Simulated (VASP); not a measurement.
Wanted: the native input for a VASP 6.6.1 run.

| Quantity | Value |
| --- | --- |
| Task | single point |
| Functional | r2SCAN |
| Potentials or basis | VASP PAW PBE potentials, release 64 (Sn_d, O) |
| Cutoff | 520 eV |
| k mesh | 8 × 8 × 8 |
| Occupations | fermi-dirac, width 0.02 eV |
| Spin | no spin polarisation |
| Dipole correction | no |
| Further INCAR settings | ALGO = Normal; EDIFF = 1e-07; NBANDS = 17 |

SnO:

```
Sn O
1.0
     3.02861    0.00000    0.00000
     0.00000    3.10341    0.00000
     0.00000    0.00000    3.10341
Sn O
1 1
Direct
  0.00000 0.00000 0.00000
  0.50000 0.50000 0.50000
```

This cell differs from its parent crystal: uniaxial x strain -2.4%.

These files were run (other wordings do the same):

POSCAR

```
SnO
1.0
    3.0286146795      0.0000000000      0.0000000000
    0.0000000000      3.1034067830      0.0000000000
    0.0000000000      0.0000000000      3.1034067830
Sn O
1 1
Direct
    0.0000000000      0.0000000000      0.0000000000
    0.5000000000      0.5000000000      0.5000000000
```

INCAR.step1

```
SYSTEM = SnO
PREC = Accurate
ENCUT = 520
ISMEAR = -1
SIGMA = 0.02
LREAL = .False.
LASPH = .True.
NELM = 100
NBANDS = 17
GGA = PE
ALGO = Normal
EDIFF = 1E-4
LWAVE = .True.
LCHARG = .False.
```

INCAR.step2

```
SYSTEM = SnO
PREC = Accurate
ENCUT = 520
EDIFF = 1E-7
ISMEAR = -1
SIGMA = 0.02
LREAL = .False.
LASPH = .True.
NELM = 100
ALGO = Normal
ISIF = 2
LWAVE = .False.
LCHARG = .False.
METAGGA = R2SCAN
LMIXTAU = .True.
NBANDS = 17
ISTART = 1
```

KPOINTS

```
Automatic mesh
0
Gamma
  8 8 8
  0 0 0
```

Potentials or basis: VASP PAW PBE potentials, release 64 (Sn_d, O).

Command:

```console
$ cat potpaw_PBE.64/Sn_d/POTCAR potpaw_PBE.64/O/POTCAR > POTCAR
$ cp INCAR.step1 INCAR
$ mpirun -np 1 vasp_std > vasp.out
$ cp INCAR.step2 INCAR
$ mpirun -np 1 vasp_std > vasp.out
```

It gave:

- Pressure: 3.0 GPa
- Band gap on the k mesh: zero (band 10 reaches 8.87 eV, above the bottom of band 11 at 8.48 eV)

Caveat: the cell differs from its parent crystal (uniaxial x strain -2.4%); the PAW data sets were made with another functional, which shifts forces and pressure a little; spin-orbit coupling is left out, which moves the levels of the heavy elements.

Wall time 71 s on 1 thread of Intel(R) Xeon(R) Platinum 8259CL CPU @ 2.50GHz (Skylake/Cascade Lake), on a shared host, peak memory 0.17 GiB.
